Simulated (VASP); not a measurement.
# Fe (P6_3/mmc) in VASP: further runs

Runs on Fe. Level: LDA. Tasks: relaxation of cell and atoms, single point.

Program: VASP 6.6.1. These are calculated values, not measurements. Logs are shortened: lines on timing, memory, paths and dates and some standing lists are left out, and cuts for length are marked.

### 1 The cell of the first run

Symmetry: P6_3/mmc, No. 194, hexagonal system. The conventional cell has a = 2.554 Å, b = 2.554 Å, c = 4.170 Å, α = 90.00°, β = 90.00°, γ = 120.00°. Within 3.4 Å of Fe (site symmetry -6m2) lie 12 Fe at 2.55 Å.

This isn't the form of Fe at room conditions, which is bcc.

### 2 Relaxation of cell and atoms, LDA

File INCAR:

```
SYSTEM = Fe
PREC = Accurate
ENCUT = 600
EDIFF = 1E-7
ISMEAR = -1
SIGMA = 0.1
LREAL = .FALSE.
LASPH = .TRUE.
NELM = 100
ALGO = Normal
ISIF = 3
LWAVE = .FALSE.
LCHARG = .FALSE.
GGA = CA
IBRION = 2
NSW = 80
EDIFFG = -0.01
```

File KPOINTS:

```
Automatic mesh
0
G
  14 14 8
  0 0 0
```

File POSCAR:

```
Fe
1.0
    2.5537576109      0.0000000000      0.0000000000
   -1.2768788055      2.2116189662      0.0000000000
    0.0000000000      0.0000000000      4.1702861787
Fe
2
Direct
    0.3333333333      0.6666666667      0.2500000000
    0.6666666667      0.3333333333      0.7500000000
```

Potentials or basis: VASP PAW LDA potentials, release 64 (Fe).

Launch:

```console
$ cat potpaw_LDA.64/Fe/POTCAR > POTCAR
$ mpirun -np 1 vasp_std > vasp.out
```

OUTCAR:

```text
SYSTEM = Fe
   PREC = Accurate
   ENCUT = 600
   EDIFF = 1E-7
   ISMEAR = -1
   LREAL = .FALSE.
   LASPH = .TRUE.
   NELM = 100
   ISIF = 3
   GGA = CA
   IBRION = 2
   NSW = 80
   EDIFFG = -0.01

 ion  position               nearest neighbor table
   1  0.333  0.667  0.250-   2 2.55   2 2.55   2 2.55   2 2.55   2 2.55   2 2.55
   2  0.667  0.333  0.750-   1 2.55   1 2.55   1 2.55   1 2.55   1 2.55   1 2.55

  LATTYP: Found a hexagonal cell.
 ALAT       =     2.5537576109
 C/A-ratio  =     1.6330000000

  Lattice vectors:

 A1 = (   2.5537576109,   0.0000000000,   0.0000000000)
 A2 = (  -1.2768788055,   2.2116189662,   0.0000000000)
 A3 = (   0.0000000000,   0.0000000000,   4.1702861787)

Analysis of symmetry for initial positions (statically):
=====================================================================
 Subroutine PRICEL returns:
 Original cell was already a primitive cell.

 Routine SETGRP: Setting up the symmetry group for a
 hexagonal supercell.

 Subroutine GETGRP returns: Found 24 space group operations
 (whereof 12 operations were pure point group operations)
 out of a pool of 24 trial point group operations.

The static configuration has the point symmetry D_3d.
 The point group associated with its full space group is D_6h.

Analysis of symmetry for dynamics (positions and initial velocities):
=====================================================================
 Subroutine PRICEL returns:
 Original cell was already a primitive cell.

 Routine SETGRP: Setting up the symmetry group for a
 hexagonal supercell.

 Subroutine GETGRP returns: Found 24 space group operations
 (whereof 12 operations were pure point group operations)
 out of a pool of 24 trial point group operations.

The dynamic configuration has the point symmetry D_3d.
 The point group associated with its full space group is D_6h.

 Subroutine INISYM returns: Found 24 space group operations
 (whereof 12 operations are pure point group operations),
 and found     1 'primitive' translations

----------------------------------------------------------------------------------------

                                     Primitive cell

  volume of cell :      23.5535

  direct lattice vectors                    reciprocal lattice vectors
     2.553757611  0.000000000  0.000000000     0.391579841  0.226078727  0.000000000
    -1.276878805  2.211618966  0.000000000     0.000000000  0.452157454  0.000000000
     0.000000000  0.000000000  4.170286179     0.000000000  0.000000000  0.239791697

  length of vectors
     2.553757611  2.553757611  4.170286179     0.452157454  0.452157454  0.239791697

  position of ions in fractional coordinates (direct lattice)
[... 94 lines left out ...]
   ISMEAR =    -1;   SIGMA  =   0.10  broadening in eV -4-tet -1-fermi 0-gaus
   EFERMI_NEDOS =   21; number of points for ismear=-14 and -15
   IALGO  =     38    algorithm
   IMIX   =      4    mixing-type and parameters
     AMIX     =   0.40;   BMIX     =  1.00
     AMIX_MAG =   1.60;   BMIX_MAG =  1.00
  volume/ion in A,a.u.               =      11.78        79.47
  Fermi-wavevector in a.u.,A,eV,Ry     =   1.439117  2.719537 28.178465  2.071059
  Thomas-Fermi vector in A             =   2.558009
   LORBIT       =      0    0 simple, 1 ext, 2 COOP (PROOUT), +10 PAW based schemes
   GGA     = CA    functional components
   LHFCALC =     F    Hartree Fock is set to
   AEXX    =    0.0000 exact exchange contribution
   IVDW    =     0    specifies the selected vdW correction
   LEPSILON=     F    determine dielectric tensor
   LRPA    =     F    only Hartree local field effects (RPA)
 conjugate gradient relaxation of ions
 non-spin polarized calculation
  energy-cutoff  :      600.00
  volume of cell :       23.55
 maximum number of plane-waves:       803
   NGX = 11   NGY = 11   NGZ = 17

--------------------------------------- Ionic step        1  -------------------------------------------

 number of electron      15.9999995 magnetization

 Free energy of the ion-electron system (eV)
  ---------------------------------------------------
  ext. energy  EPLUGINS =         0.00000000
  ---------------------------------------------------
  free energy    TOTEN  =       -18.08678304 eV

  energy without entropy =      -17.97212170  energy(sigma->0) =      -18.02945237

------------------------ aborting loop because EDIFF is reached ----------------------------------------

  FORCE on cell =-STRESS in cart. coord.  units (eV):
  Direction    XX          YY          ZZ          XY          YZ          ZX
  --------------------------------------------------------------------------------------
  -------------------------------------------------------------------------------------
  Total       -6.0508695     -6.0508695     -7.4893978      0.0000000     -0.0000000      0.0000000
  in kB     -411.5973137   -411.5973137   -509.4500904      0.0000000     -0.0000000      0.0000000
  external PRESSURE =    -444.2149059 kB  Pullay stress =       0.0000000 kB
[... 23 lines left out ...]
--------------------------------------- Ionic step        2  -------------------------------------------

 number of electron      16.0000000 magnetization

 E-fermi :  11.9883     XC(G=0): -16.3379

 val. band max:       11.9832320368   @ k =   0.4286   0.0714   0.5000
 cond. band min:      12.0022602333   @ k =   0.2857   0.1429   0.1250
 fundamental gap:      0.0190281965
 Fermi energy:        11.9883215503

 k-point     1 :       0.0000    0.0000    0.0000
  band No.  band energies     occupation
      1       1.0516      2.00000
      2       4.2381      2.00000
      3       9.0514      2.00000
      4       9.0514      2.00000
      5       9.4161      2.00000
      6       9.9204      2.00000
      7       9.9204      2.00000
      8      10.4379      2.00000
      9      10.4379      2.00000
     10      13.1829      0.00001
     11      13.1829      0.00001
     12      13.3211      0.00000
[... 596 lines left out ...]
--------------------------------------- Ionic step        9  -------------------------------------------

 number of electron      15.9999998 magnetization

 Free energy of the ion-electron system (eV)
  ---------------------------------------------------
  ext. energy  EPLUGINS =         0.00000000
  ---------------------------------------------------
  free energy    TOTEN  =       -18.86307441 eV

  energy without entropy =      -18.78415363  energy(sigma->0) =      -18.82361402

 E-fermi :   7.5361     XC(G=0): -14.4554

 val. band max:        7.5322992706   @ k =   0.1429   0.1429   0.2500
 cond. band min:       7.5390034274   @ k =   0.0000   0.0000   0.3750
 fundamental gap:      0.0067041569
 Fermi energy:         7.5360787398

 k-point     1 :       0.0000    0.0000    0.0000
  band No.  band energies     occupation
      1      -1.6997      2.00000
      2       2.1910      2.00000
      3       5.7053      2.00000
      4       5.7053      2.00000
      5       5.8508      2.00000
      6       6.2249      2.00000
      7       6.2249      2.00000
      8       6.6002      1.99983
      9       6.6002      1.99983
     10       8.1891      0.00291
     11       8.3279      0.00073
     12       8.3279      0.00073
[... 374 lines left out ...]
  FREE ENERGIE OF THE ION-ELECTRON SYSTEM (eV)
  ---------------------------------------------------
  free  energy   TOTEN  =       -18.8630744087 eV

  energy  without entropy=      -18.7841536300  energy(sigma->0) =      -18.82361402

 reached required accuracy - stopping structural energy minimisation
```

OSZICAR:

```text
N       E                     dE             d eps       ncg     rms          rms(c)
DAV:   1     0.896574732297E+02    0.89657E+02   -0.80253E+03  2880   0.194E+03
DAV:   2    -0.174220709981E+02   -0.10708E+03   -0.99415E+02  2904   0.312E+02
[... 77 lines left out ...]
   8 F= -.18863042E+02 E0= -.18823507E+02  d E =0.193825E-04
       N       E                     dE             d eps       ncg     rms          rms(c)
DAV:   1    -0.188632944907E+02   -0.25289E-03   -0.51619E-03  2880   0.156E+00    0.124E-01
DAV:   2    -0.188630983238E+02    0.19617E-03   -0.12973E-03  2904   0.783E-01    0.247E-02
DAV:   3    -0.188630790246E+02    0.19299E-04   -0.74986E-05  2892   0.195E-01    0.137E-02
DAV:   4    -0.188630743925E+02    0.46320E-05   -0.31373E-06  3572   0.229E-02    0.149E-03
DAV:   5    -0.188630744087E+02   -0.16209E-07   -0.11424E-07  1968   0.523E-03
   9 F= -.18863074E+02 E0= -.18823614E+02  d E =-.134167E-04
```

Run time: 3.7 min. Hardware: 1 thread of Intel Xeon 8259CL, shared host; peak memory 0.17 GiB.

What came out:

* Free energy: -18.8631 eV
* Relaxed volume: 9.55 Å³/atom
* Relaxed cell: a = 2.408 Å, b = 2.408 Å, c = 3.803 Å, α = 90.00°, β = 90.00°, γ = 120.00°
* Space group after relaxing (to 0.1 Å): P6_3/mmc (No. 194)
* Pressure after relaxing: 0.0 GPa
* Band gap on the k mesh: zero (bands 8 and 9 overlap by 2.04 eV)

Final structure:
```
CELL_PARAMETERS angstrom
2.40774 0.00000 0.00000
-1.20387 2.08516 0.00000
0.00000 0.00000 3.80343
ATOMIC_POSITIONS crystal
Fe 0.33333 0.66667 0.25000
Fe 0.66667 0.33333 0.75000
```

Caveat: the volume moved by over 15 % at a fixed basis, so the end points are rough; the run has no spin polarisation, though such a crystal can be magnetic.

### 3 Single point, LDA

This run uses another cell than the first one, of 9.56 Å³/atom.

File INCAR:

```
PREC = Accurate
ENCUT = 520
EDIFF = 1E-7
ISMEAR = -1
SIGMA = 0.1
LREAL = False
LASPH = True
NELM = 60
ALGO = Normal
ISIF = 2
LWAVE = False
LCHARG = True
LELF = True
LVHAR = True
NBANDS = 15
```

File KPOINTS:

```
Automatic mesh
0
Gamma
  24 24 14
```

File POSCAR:

```
Fe
1.0
    2.4081101376      0.0000000000      0.0000000000
   -1.2040550688      2.0854845543      0.0000000000
    0.0000000000      0.0000000000      3.8057326330
Fe
2
Direct
    0.3333333333      0.6666666667      0.2500000000
    0.6666666667      0.3333333333      0.7500000000
```

Potentials or basis: VASP PAW LDA potentials, release 64 (Fe).

Launch:

```console
$ cat potpaw_LDA.64/Fe/POTCAR > POTCAR
$ mpirun -np 1 vasp_std > vasp.out
```

Wall time 2.3 min (1 thread of Intel Xeon 8259CL, shared host); peak memory 0.22 GiB.

The run converged. Its results:

| Property | Result |
| --- | --- |
| Free energy | -18.8619 eV |
| Pressure | -0.3 GPa |
| Band gap on the k mesh | zero (bands 8 and 9 overlap by 2.08 eV) |

Levels at points of the mesh, in eV from the Fermi level:
| k point | band 5 | band 6 | band 7 | band 8 | band 9 | band 10 | band 11 | band 12 |
| --- | --- | --- | --- | --- | --- | --- | --- | --- |
| (0.00, 0.00, 0.00) | -1.69 | -1.31 | -1.31 | -0.93 | -0.93 | 0.65 | 0.79 | 0.79 |
| (0.50, 0.00, 0.00) | -2.15 | -1.66 | -1.17 | 0.90 | 1.16 | 1.20 | 2.94 | 5.24 |
| (0.00, 0.00, 0.50) | -1.96 | -1.96 | -1.96 | -1.96 | 0.36 | 0.36 | 0.36 | 0.36 |
| (0.50, 0.00, 0.50) | -0.71 | -0.71 | 0.14 | 0.14 | 1.06 | 1.06 | 2.70 | 2.70 |

Caveat: the run has no spin polarisation, though such a crystal can be magnetic. Spin polarisation is off, so any magnetic state and its effect on volume and gap are missing.

### 4 Single point, LDA, non-collinear spin, zero start, spin-orbit coupling

This run uses another cell than the first one, of 9.56 Å³/atom.

File INCAR:

```
PREC = Accurate ; ENCUT = 520
EDIFF = 1E-6 ; ISMEAR = -1
SIGMA = 0.1 ; LREAL = False
LASPH = True ; NELM = 150
ALGO = Normal ; ISIF = 2
LWAVE = False ; LCHARG = True
LNONCOLLINEAR = True ; MAGMOM = 0 0 0 0 0 0
LORBIT = 11 ; LSORBIT = True
GGA_COMPAT = False ; LORBMOM = True
LMAXMIX = 4 ; LVHAR = True
NBANDS = 28
```

File KPOINTS:

```
Automatic mesh
0
Gamma
  15 15 8
```

POSCAR is that of step 3.

Potentials or basis: VASP PAW LDA potentials, release 64 (Fe).

Launch:

```console
$ cat potpaw_LDA.64/Fe/POTCAR > POTCAR
$ mpirun -np 1 vasp_ncl > vasp.out
```

OUTCAR:

```text
PREC = Accurate
   ENCUT = 520
   EDIFF = 1E-6
   ISMEAR = -1
   LREAL = False
   LASPH = True
   NELM = 150
   ISIF = 2
   LNONCOLLINEAR = True
   LORBIT = 11
   LSORBIT = True

 ion  position               nearest neighbor table
   1  0.333  0.667  0.250-   2 2.36   2 2.36   2 2.36   2 2.36   2 2.36   2 2.36
   2  0.667  0.333  0.750-   1 2.36   1 2.36   1 2.36   1 2.36   1 2.36   1 2.36

  LATTYP: Found a hexagonal cell.
 ALAT       =     2.4081101376
 C/A-ratio  =     1.5803814674

  Lattice vectors:

 A1 = (   2.4081101376,   0.0000000000,   0.0000000000)
 A2 = (  -1.2040550688,   2.0854845543,   0.0000000000)
[... 1042 lines left out ...]
    -0.0013968    -0.0003581     0.0000000    -0.0003581     0.0000000
 l=   3
     0.0000000     0.0000000     0.0000000     0.0000000     0.0000000     0.0000000     0.0000000
     0.0000000     0.0000000     0.0000000     0.0000000     0.0000000     0.0000000     0.0000000
     0.0000000     0.0000000     0.0000000     0.0000000     0.0000000     0.0000000     0.0000000
     0.0000000     0.0000000     0.0000000     0.0000000     0.0000000     0.0000000     0.0000000
     0.0000000     0.0000000     0.0000000     0.0000000     0.0000000     0.0000000     0.0000000
     0.0000000     0.0000000     0.0000000     0.0000000     0.0000000     0.0000000     0.0000000
     0.0000000     0.0000000     0.0000000     0.0000000     0.0000000     0.0000000     0.0000000

 total charge

# of ion       s       p       d       tot
------------------------------------------
    1        0.570   0.700   6.421   7.691
    2        0.570   0.700   6.421   7.691
--------------------------------------------------
tot          1.139   1.400  12.842  15.382

 magnetization (x)

# of ion       s       p       d       tot
------------------------------------------
    1       -0.000  -0.000  -0.000  -0.000
    2        0.000   0.000  -0.000  -0.000
--------------------------------------------------
tot          0.000  -0.000  -0.000  -0.000

 magnetization (y)

# of ion       s       p       d       tot
------------------------------------------
    1        0.000  -0.000   0.000   0.000
    2        0.000  -0.000   0.000  -0.000
--------------------------------------------------
tot          0.000  -0.000   0.000   0.000

 magnetization (z)

# of ion       s       p       d       tot
------------------------------------------
    1        0.000   0.000   0.000   0.000
    2        0.000   0.000   0.000   0.000
--------------------------------------------------
tot          0.000   0.000   0.000   0.000
```

OSZICAR:

```text
N       E                     dE             d eps       ncg     rms          rms(c)
DAV:   1     0.118107749950E+03    0.11811E+03   -0.65985E+03  7648   0.161E+03
DAV:   2    -0.145421397476E+02   -0.13265E+03   -0.12194E+03  7568   0.319E+02
DAV:   3    -0.219624306976E+02   -0.74203E+01   -0.66345E+01  8072   0.108E+02
DAV:   4    -0.220706498269E+02   -0.10822E+00   -0.10797E+00  8260   0.153E+01
DAV:   5    -0.220718633498E+02   -0.12135E-02   -0.12135E-02  8372   0.146E+00    0.189E+01
DAV:   6    -0.190591587072E+02    0.30127E+01   -0.13171E+01  8156   0.841E+01    0.219E+00
DAV:   7    -0.189189620774E+02    0.14020E+00   -0.11058E+00  8336   0.225E+01    0.108E+00
DAV:   8    -0.188897351542E+02    0.29227E-01   -0.97409E-03  8504   0.156E+00    0.560E-01
DAV:   9    -0.188791939741E+02    0.10541E-01   -0.15657E-03  8028   0.503E-01    0.328E-01
DAV:  10    -0.188749819752E+02    0.42120E-02   -0.64315E-04  9500   0.338E-01    0.493E-02
DAV:  11    -0.188750177495E+02   -0.35774E-04   -0.14701E-04  7808   0.199E-01    0.193E-02
DAV:  12    -0.188750160915E+02    0.16580E-05   -0.48209E-06  9132   0.485E-02    0.778E-03
DAV:  13    -0.188750160696E+02    0.21970E-07   -0.25816E-07  4152   0.701E-03
   1 F= -.18875016E+02 E0= -.18836738E+02  d E =-.765568E-01  mag=    -0.0000    -0.0000     0.0000
```

stdout:

```text
POSCAR found type information on POSCAR Fe
 POSCAR found :  1 types and       2 ions
 scaLAPACK will be used
 LDA part: xc-table for (Slater(with rela. corr.)+CA(PZ))
 , standard interpolation
 POSCAR, INCAR and KPOINTS ok, starting setup
 FFT: planning ... GRIDC
 FFT: planning ... GRID_SOFT
 FFT: planning ... GRID
 WAVECAR not read
 entering main loop
```

It took 2.6 min on 1 thread of Intel Xeon 8259CL, shared host; peak memory 0.23 GiB.

What came out:

* Free energy: -18.8750 eV
* Pressure: -0.2 GPa
* Net moment: 0.00 μB per cell
* Valence electrons inside the program's atomic spheres: Fe 7.69

Moments on the atoms (μB; x, y, z):
```
Fe  0.00 0.00 0.00
Fe  0.00 0.00 0.00
```

### 5 The runs side by side

```tsv
task	spin	cell	k mesh	cutoff (eV)	gap on the mesh (eV)	pressure (GPa)
relaxation of cell and atoms	off	relaxed from a = 2.554, b = 2.554, c = 4.170 Å, angles 90.0, 90.0, 120.0°, 2 atoms	14 × 14 × 8	600	none	0.0
single point	off	a = 2.408, b = 2.408, c = 3.806 Å, angles 90.0, 90.0, 120.0°, 2 atoms	24 × 24 × 14	520	none	-0.3
single point	non-collinear, zero start, SOC	a = 2.408, b = 2.408, c = 3.806 Å, angles 90.0, 90.0, 120.0°, 2 atoms	15 × 15 × 8	520	-	-0.2
```

Alike in all rows: level LDA; potentials or basis VASP PAW LDA potentials, release 64 (Fe); smearing fermi-dirac 0.1 eV.

Caveats: the volume moved by over 15 % at a fixed basis, so the end points are rough (at least some runs).

Absolute energies hang on the potentials; compare differences alone.
